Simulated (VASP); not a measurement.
# SiC (Moissanite 3C) (F-43m) in VASP: a series of runs

SiC (Moissanite 3C) is run at these levels: PBE; tasks: single point.

Program: VASP 6.6.1. These are calculated values, not measurements. Logs are shortened: lines on timing, memory, paths and dates and some standing lists are left out, and cuts for length are marked.

## Step 1: The cell of the first run

The structure is cubic, space group F-43m (No. 216). Conventional cell: a = 3.774 Å, b = 3.774 Å, c = 3.774 Å, α = 90.00°, β = 90.00°, γ = 90.00°. Within 2.2 Å of Si (site symmetry -43m) lie 4 C at 1.63 Å. Within 2.2 Å of C (site symmetry -43m) lie 4 Si at 1.63 Å.

## Step 2: Single point, PBE (volume scaled by 0.640)

The input, INCAR:

```
PREC = Accurate ; ENCUT = 520
EDIFF = 1E-6 ; ISMEAR = 0
SIGMA = 0.05 ; LREAL = F
LASPH = T ; NELM = 80
ALGO = Normal ; ISIF = 2
LWAVE = F ; LCHARG = F
GGA = PE ; NBANDS = 11
```

The input, KPOINTS:

```
regular mesh
0
Gamma
  18 18 18
```

The input, POSCAR:

```
SiC
1.0
    0.0000000000      1.8871497973      1.8871497973
    1.8871497973      0.0000000000      1.8871497973
    1.8871497973      1.8871497973      0.0000000000
Si C
1 1
Direct
    0.0000000000      0.0000000000      0.0000000000
    0.2500000000      0.2500000000      0.2500000000
```

Potentials or basis: VASP PAW PBE potentials, release 64 (Si, C).

Launch:

```console
cat potpaw_PBE.64/Si/POTCAR potpaw_PBE.64/C/POTCAR > POTCAR
mpirun -np 1 vasp_std > vasp.out
```

OUTCAR:

```text
PREC = Accurate
   ENCUT = 520
   EDIFF = 1E-6
   ISMEAR = 0
   LREAL = F
   LASPH = T
   NELM = 80
   ISIF = 2
   GGA = PE

 ion  position               nearest neighbor table
   1  0.000  0.000  0.000-   2 1.63   2 1.63   2 1.63   2 1.63
   2  0.250  0.250  0.250-   1 1.63   1 1.63   1 1.63   1 1.63

  LATTYP: Found a face centered cubic cell.
 ALAT       =     3.7742995946

  Lattice vectors:

 A1 = (   0.0000000000,   1.8871497973,   1.8871497973)
 A2 = (   1.8871497973,   0.0000000000,   1.8871497973)
 A3 = (   1.8871497973,   1.8871497973,   0.0000000000)

Analysis of symmetry for initial positions (statically):
=====================================================================
 Subroutine PRICEL returns:
 Original cell was already a primitive cell.

 Routine SETGRP: Setting up the symmetry group for a
 face centered cubic supercell.

 Subroutine GETGRP returns: Found 24 space group operations
 (whereof 24 operations were pure point group operations)
 out of a pool of 48 trial point group operations.

The static configuration has the point symmetry T_d .

Analysis of symmetry for dynamics (positions and initial velocities):
=====================================================================
 Subroutine PRICEL returns:
 Original cell was already a primitive cell.

 Routine SETGRP: Setting up the symmetry group for a
 face centered cubic supercell.

 Subroutine GETGRP returns: Found 24 space group operations
 (whereof 24 operations were pure point group operations)
 out of a pool of 48 trial point group operations.

The dynamic configuration has the point symmetry T_d .

 Subroutine INISYM returns: Found 24 space group operations
 (whereof 24 operations are pure point group operations),
 and found     1 'primitive' translations

----------------------------------------------------------------------------------------

                                     Primitive cell

  volume of cell :      13.4415

  direct lattice vectors                    reciprocal lattice vectors
     0.000000000  1.887149797  1.887149797    -0.264949820  0.264949820  0.264949820
     1.887149797  0.000000000  1.887149797     0.264949820 -0.264949820  0.264949820
     1.887149797  1.887149797  0.000000000     0.264949820  0.264949820 -0.264949820

  length of vectors
     2.668832838  2.668832838  2.668832838     0.458906551  0.458906551  0.458906551

  position of ions in fractional coordinates (direct lattice)
     0.000000000  0.000000000  0.000000000
     0.250000000  0.250000000  0.250000000

  ion indices of the primitive-cell ions
   primitive index   ion index
                 1           1
                 2           2

----------------------------------------------------------------------------------------

 KPOINTS: regular mesh

Automatic generation of k-mesh.
 Grid dimensions read from file:
 generate k-points for:   18   18   18

 Generating k-lattice:

  Cartesian coordinates                     Fractional coordinates (reciprocal lattice)
    -0.014719434  0.014719434  0.014719434     0.055555556  0.000000000  0.000000000
     0.014719434 -0.014719434  0.014719434     0.000000000  0.055555556  0.000000000
     0.014719434  0.014719434 -0.014719434     0.000000000  0.000000000  0.055555556

  Length of vectors
     0.025494808  0.025494808  0.025494808

  Shift w.r.t. Gamma in fractional coordinates (k-lattice)
     0.000000000  0.000000000  0.000000000

 Subroutine IBZKPT returns following result:
 ===========================================

 Found    195 irreducible k-points:

 Following reciprocal coordinates:
            Coordinates               Weight
  0.000000  0.000000  0.000000      1.000000
  0.055556  0.000000  0.000000      8.000000
  0.111111  0.000000  0.000000      8.000000
  0.166667  0.000000  0.000000      8.000000
  0.222222  0.000000  0.000000      8.000000
  0.277778  0.000000  0.000000      8.000000
[... 16 lines left out ...]
 -0.277778  0.055556  0.000000     24.000000
 -0.222222  0.055556  0.000000     24.000000
 [... further k-points ...]
   k-points           NKPTS =    195   k-points in BZ     NKDIM =    195   number of bands    NBANDS=     11
   number of dos      NEDOS =    301   number of ions     NIONS =      2
   total plane-waves  NPLWV =   8000
   dimension x,y,z NGX =    20 NGY =   20 NGZ =   20
   dimension x,y,z NGXF=    40 NGYF=   40 NGZF=   40
   ions per type =               1   1
   NGX,Y,Z   is equivalent  to a cutoff of  12.46, 12.46, 12.46 a.u.
   NGXF,Y,Z  is equivalent  to a cutoff of  24.92, 24.92, 24.92 a.u.
 SYSTEM =  unknown system
   PREC   = accura    normal or accurate (medium, high low for compatibility)
   ISTART =      0    job   : 0-new  1-cont  2-samecut
   ICHARG =      2    charge: 1-file 2-atom 10-const
   ISPIN  =      1    spin polarized calculation?
   LNONCOLLINEAR =      F non collinear calculations
   LSORBIT =      F    spin-orbit coupling
   LASPH  =      T    aspherical Exc in radial PAW
[... 61 lines left out ...]
      3      13.7227      2.00000
      4      13.7227      2.00000
      5      24.8044      0.00000
      6      24.8044      0.00000
      7      24.8044      0.00000
      8      25.3047      0.00000
      9      31.1497      0.00000
     10      31.1497      0.00000
     11      35.0464      0.00000

 k-point     2 :       0.0556    0.0000    0.0000
  band No.  band energies     occupation
      1      -5.3590      2.00000
      2      13.3601      2.00000
      3      13.6804      2.00000
      4      13.6804      2.00000
      5      24.6636      0.00000
      6      24.9144      0.00000
      7      24.9144      0.00000
      8      25.6085      0.00000
      9      30.5725      0.00000
     10      30.5725      0.00000
     11      34.6127      0.00000

 k-point     3 :       0.1111    0.0000    0.0000
  band No.  band energies     occupation
      1      -5.1093      2.00000
      2      12.3800      2.00000
      3      13.5635      2.00000
      4      13.5635      2.00000
      5      24.4422      0.00000
      6      25.1703      0.00000
      7      25.1703      0.00000
      8      26.2057      0.00000
      9      29.6160      0.00000
     10      29.6160      0.00000
     11      33.9750      0.00000

 k-point     4 :       0.1667    0.0000    0.0000
  band No.  band energies     occupation
      1      -4.6956      2.00000
      2      11.0012      2.00000
      3      13.3972      2.00000
      4      13.3972      2.00000
      5      24.2090      0.00000
      6      25.3057      0.00000
      7      25.3057      0.00000
      8      26.7830      0.00000
      9      29.0801      0.00000
     10      29.0801      0.00000
     11      33.6077      0.00000

 k-point     5 :       0.2222    0.0000    0.0000
  band No.  band energies     occupation
      1      -4.1215      2.00000
      2       9.4150      2.00000
      3      13.2115      2.00000
      4      13.2115      2.00000
      5      23.9874      0.00000
      6      25.0117      0.00000
      7      25.0117      0.00000
      8      27.1020      0.00000
      9      29.3868      0.00000
     10      29.3868      0.00000
     11      33.6844      0.00000
[... 211 lines left out ...]
 k-point    21 :      -0.3889    0.0556    0.0000
  band No.  band energies     occupation
      1      -1.1345      2.00000
      2       4.1116      2.00000
      3      12.2578      2.00000
      4      12.8035      2.00000
      5      22.6605      0.00000
      6      23.2647      0.00000
      7      23.9747      0.00000
      8      27.1875      0.00000
      9      33.0573      0.00000
     10      34.5289      0.00000
     11      36.6372      0.00000

 k-point    22 :      -0.3333    0.0556    0.0000
  band No.  band energies     occupation
      1      -2.1386      2.00000
      2       5.6234      2.00000
      3      12.2879      2.00000
      4      12.9943      2.00000
      5      23.0999      0.00000
      6      23.5789      0.00000
      7      24.1237      0.00000
      8      27.3256      0.00000
      9      31.3203      0.00000
     10      33.2371      0.00000
     11      35.7755      0.00000

 k-point    23 :      -0.2778    0.0556    0.0000
  band No.  band energies     occupation
      1      -3.0479      2.00000
      2       7.2454      2.00000
      3      12.3859      2.00000
      4      13.2021      2.00000
      5      23.5406      0.00000
      6      24.0696      0.00000
      7      24.4553      0.00000
      8      27.3472      0.00000
      9      29.7867      0.00000
     10      32.0261      0.00000
     11      34.8816      0.00000

 k-point    24 :      -0.2222    0.0556    0.0000
  band No.  band energies     occupation
      1      -3.8232      2.00000
      2       8.8976      2.00000
      3      12.5483      2.00000
      4      13.4066      2.00000
      5      23.8706      0.00000
      6      24.6614      0.00000
      7      24.9961      0.00000
      8      27.1188      0.00000
      9      28.5931      0.00000
     10      31.0812      0.00000
     11      34.2529      0.00000

 [... further k-points ...]

------------------------ aborting loop because EDIFF is reached ----------------------------------------

  FORCE on cell =-STRESS in cart. coord.  units (eV):
  Direction    XX          YY          ZZ          XY          YZ          ZX
  --------------------------------------------------------------------------------------
  -------------------------------------------------------------------------------------
  Total       18.3709399     18.3709399     18.3709399     -0.0000000      0.0000000     -0.0000000
  in kB     2189.7414503   2189.7414503   2189.7414503     -0.0000000      0.0000000     -0.0000000
  external PRESSURE =    2189.7414503 kB  Pullay stress =       0.0000000 kB

 VOLUME and BASIS-vectors are now :
 -----------------------------------------------------------------------------
  energy-cutoff  :      520.00
  volume of cell :       13.44
      direct lattice vectors                 reciprocal lattice vectors
     0.000000000  1.887149797  1.887149797    -0.264949820  0.264949820  0.264949820
     1.887149797  0.000000000  1.887149797     0.264949820 -0.264949820  0.264949820
     1.887149797  1.887149797  0.000000000     0.264949820  0.264949820 -0.264949820

 POSITION                                       TOTAL-FORCE (eV/Angst)
 -----------------------------------------------------------------------------------
      0.00000      0.00000      0.00000         0.000000      0.000000      0.000000
      0.94357      0.94357      0.94357        -0.000000     -0.000000     -0.000000
 -----------------------------------------------------------------------------------
    total drift:                                0.000000      0.000000      0.000000

  FREE ENERGIE OF THE ION-ELECTRON SYSTEM (eV)
  ---------------------------------------------------
  free  energy   TOTEN  =       -11.4277024916 eV

  energy  without entropy=      -11.4277024916  energy(sigma->0) =      -11.42770249
```

Run time: 9.8 s. Hardware: 1 thread of Intel Xeon 6975P-C (Granite Rapids), shared host; peak memory 0.14 GiB.

Results:

```yaml
Free_energy: -11.4277 eV
Pressure: 219.0 GPa
Band_gap_on_the_k_mesh: 0.83 eV, indirect (least direct gap 4.80 eV)
```

Levels at points of the mesh, in eV from the valence-band top:
| k point | band 1 | band 2 | band 3 | band 4 | band 5 | band 6 | band 7 | band 8 |
| --- | --- | --- | --- | --- | --- | --- | --- | --- |
| (0.00, 0.00, 0.00) | -19.18 | -0.02 | -0.02 | -0.02 | 11.07 | 11.07 | 11.07 | 11.57 |
| (0.50, 0.00, 0.00) | -13.70 | -11.27 | -1.07 | -1.07 | 9.21 | 9.21 | 9.80 | 12.58 |
| (0.50, 0.50, 0.00) | -11.77 | -9.50 | -3.97 | -3.97 | 0.83 | 6.21 | 19.58 | 19.58 |

## Step 3: Single point, PBE (volume scaled by 0.680)

The input, INCAR:

```
  PREC = Accurate
  ENCUT = 520
  EDIFF = 1E-6
  ISMEAR = 0
  SIGMA = 0.05
  LREAL = F
  LASPH = T
  NELM = 60
  ALGO = Normal
  ISIF = 2
  LWAVE = F
  LCHARG = T
  GGA = PE
  LELF = T
  LVHAR = T
  NBANDS = 11
```

KPOINTS is that of step 2.

The input, POSCAR:

```
SiC
1.0
    0.0000000000      1.9256736495      1.9256736495
    1.9256736495      0.0000000000      1.9256736495
    1.9256736495      1.9256736495      0.0000000000
Si C
1 1
Direct
    0.0000000000      0.0000000000      0.0000000000
    0.2500000000      0.2500000000      0.2500000000
```

Potentials or basis: VASP PAW PBE potentials, release 64 (Si, C).

Launch:

```console
cat potpaw_PBE.64/Si/POTCAR potpaw_PBE.64/C/POTCAR > POTCAR
mpirun -np 1 vasp_std > vasp.out
```

It took 11 s on 1 thread of Intel Xeon 6975P-C (Granite Rapids), shared host; peak memory 0.14 GiB.

Results (log left out):

| Quantity | Value |
| --- | --- |
| Free energy | -12.4417 eV |
| Pressure | 169.5 GPa |
| Band gap on the k mesh | 0.92 eV, indirect (least direct gap 4.79 eV) |

Levels at points of the mesh, in eV from the valence-band top:
```
           k point  band 1  band 2  band 3  band 4  band 5  band 6  band 7  band 8  band 9
(0.00, 0.00, 0.00)  -18.60   -0.01   -0.01   -0.01   10.44   10.44   10.44   10.77   16.95
(0.50, 0.00, 0.00)  -13.43  -10.84   -1.08   -1.08    8.90    8.90    9.13   12.20   21.52
(0.50, 0.50, 0.00)  -11.58   -9.22   -3.87   -3.87    0.92    5.89   18.74   18.74   20.74
```

 A k mesh can miss the band edges.

## Step 4: Single point, PBE (volume scaled by 0.760)

The input, INCAR:

```
SYSTEM = SiC
PREC = Accurate ; ENCUT = 520
EDIFF = 1E-6 ; ISMEAR = 0
SIGMA = 0.05 ; LREAL = .False.
LASPH = .True. ; NELM = 60
ALGO = Normal ; ISIF = 2
LWAVE = .False. ; LCHARG = .False.
GGA = PE ; NBANDS = 11
```

The input, KPOINTS:

```
Automatic mesh
0
Gamma
  18 18 18
  0 0 0
```

The input, POSCAR:

```
SiC
1.0
    0.0000000000      1.9984084046      1.9984084046
    1.9984084046      0.0000000000      1.9984084046
    1.9984084046      1.9984084046      0.0000000000
Si C
1 1
Direct
    0.0000000000      0.0000000000      0.0000000000
    0.2500000000      0.2500000000      0.2500000000
```

Launch:

```console
cat potpaw_PBE.64/Si/POTCAR potpaw_PBE.64/C/POTCAR > POTCAR
mpirun -np 1 vasp_std > vasp.out
```

Wall time 11 s (1 thread of Intel Xeon 6975P-C (Granite Rapids), shared host); peak memory 0.15 GiB.

The run converged. Its results:

```yaml
Free_energy: -13.8192 eV
Pressure: 98.2 GPa
Band_gap_on_the_k_mesh: 1.07 eV, indirect (least direct gap 4.74 eV)
```

Levels at points of the mesh, in eV from the valence-band top:
```tsv
k point	band 1	band 2	band 3	band 4	band 5	band 6	band 7	band 8	band 9
(0.00, 0.00, 0.00)	-17.58	0.00	0.00	0.00	9.37	9.38	9.38	9.38	16.16
(0.50, 0.00, 0.00)	-12.94	-10.09	-1.08	-1.08	7.96	8.36	8.36	11.54	19.87
(0.50, 0.50, 0.00)	-11.21	-8.73	-3.67	-3.67	1.07	5.35	17.25	17.25	18.74
```

 A k mesh can miss the band edges.

## Step 5: Single point, PBE (volume scaled by 0.840)

The input, INCAR:

```
ALGO     = Normal         # electronic algorithm
EDIFF    = 1E-6           # SCF threshold, eV
ENCUT    = 520            # plane-wave cutoff, eV
GGA      = PE             # functional
ISIF     = 2              # what is computed and relaxed
ISMEAR   = 0              # smearing method
LASPH    = True           # aspherical terms in the spheres
LCHARG   = True           # write CHGCAR
LELF     = True           # ELF
LREAL    = False          # projectors in reciprocal space
LVHAR    = True         
LWAVE    = False          # write WAVECAR
NBANDS   = 11             # bands
NELM     = 60             # most SCF steps
PREC     = Accurate       # precision mode
SIGMA    = 0.05           # smearing width, eV
```

The input, KPOINTS:

```
k-points
0
Gamma
  18 18 18
```

The input, POSCAR:

```
SiC
1.0
    0.0000000000      2.0662021643      2.0662021643
    2.0662021643      0.0000000000      2.0662021643
    2.0662021643      2.0662021643      0.0000000000
Si C
1 1
Direct
    0.0000000000      0.0000000000      0.0000000000
    0.2500000000      0.2500000000      0.2500000000
```

Launch:

```console
cat potpaw_PBE.64/Si/POTCAR potpaw_PBE.64/C/POTCAR > POTCAR
mpirun -np 1 vasp_std > vasp.out
```

Wall time 12 s (1 thread of Intel Xeon 6975P-C (Granite Rapids), shared host); peak memory 0.16 GiB.

It converged, with:

| Property | Result |
| --- | --- |
| Free energy | -14.5892 eV |
| Pressure | 51.7 GPa |
| Band gap on the k mesh | 1.19 eV, indirect (least direct gap 4.68 eV) |

Levels at points of the mesh, in eV from the valence-band top:
```tsv
k point	band 1	band 2	band 3	band 4	band 5	band 6	band 7	band 8
(0.00, 0.00, 0.00)	-16.71	0.00	0.00	0.00	8.13	8.51	8.51	8.51
(0.50, 0.00, 0.00)	-12.51	-9.46	-1.08	-1.08	6.94	7.90	7.90	10.95
(0.50, 0.50, 0.00)	-10.89	-8.34	-3.49	-3.49	1.19	4.92	15.97	15.97
```

## Step 6: Single point, PBE (volume scaled by 0.920)

The input, INCAR:

```
SYSTEM = SiC
PREC = Accurate
ENCUT = 520
EDIFF = 1E-6
ISMEAR = 0
SIGMA = 0.05
LREAL = .False.
LASPH = .True.
NELM = 60
ALGO = Normal
ISIF = 2
LWAVE = .False.
LCHARG = .False.
GGA = PE
NBANDS = 11
```

The input, KPOINTS:

```
Automatic mesh
0
Gamma
  18 18 18
  0 0 0
```

The input, POSCAR:

```
SiC
1.0
    0.0000000000      2.1298171798      2.1298171798
    2.1298171798      0.0000000000      2.1298171798
    2.1298171798      2.1298171798      0.0000000000
Si C
1 1
Direct
    0.0000000000      0.0000000000      0.0000000000
    0.2500000000      0.2500000000      0.2500000000
```

Potentials or basis: VASP PAW PBE potentials, release 64 (Si, C).

Launch:

```console
cat potpaw_PBE.64/Si/POTCAR potpaw_PBE.64/C/POTCAR > POTCAR
mpirun -np 1 vasp_std > vasp.out
```

Wall time 12 s (1 thread of Intel Xeon 6975P-C (Granite Rapids), shared host); peak memory 0.16 GiB.

It converged, with:

| Property | Result |
| --- | --- |
| Free energy | -14.9590 eV |
| Pressure | 20.8 GPa |
| Band gap on the k mesh | 1.29 eV, indirect (least direct gap 4.61 eV) |

Levels at points of the mesh, in eV from the valence-band top:
```
           k point  band 1  band 2  band 3  band 4  band 5  band 6  band 7  band 8
(0.00, 0.00, 0.00)  -15.95    0.00    0.00    0.00    7.04    7.80    7.80    7.80
(0.50, 0.00, 0.00)  -12.12   -8.92   -1.06   -1.06    6.07    7.51    7.51   10.44
(0.50, 0.50, 0.00)  -10.60   -8.02   -3.32   -3.32    1.29    4.57   14.85   14.85
```

 A k mesh can miss the band edges.

## Step 7: Summary

| cell | gap on the mesh (eV) | pressure (GPa) |
| --- | --- | --- |
| a = 2.669 Å, angles 60.0°, 2 atoms | 0.83 | 219.0 |
| a = 2.723 Å, angles 60.0°, 2 atoms | 0.92 | 169.5 |
| a = 2.826 Å, angles 60.0°, 2 atoms | 1.07 | 98.2 |
| a = 2.922 Å, angles 60.0°, 2 atoms | 1.19 | 51.7 |
| a = 3.012 Å, angles 60.0°, 2 atoms | 1.29 | 20.8 |

Alike in all rows: task single point; level PBE; potentials or basis VASP PAW PBE potentials, release 64 (Si, C); no spin polarisation; k mesh 18 × 18 × 18; cutoff (eV) 520; smearing gaussian 0.05 eV.

Absolute energies hang on the potentials; compare differences alone.
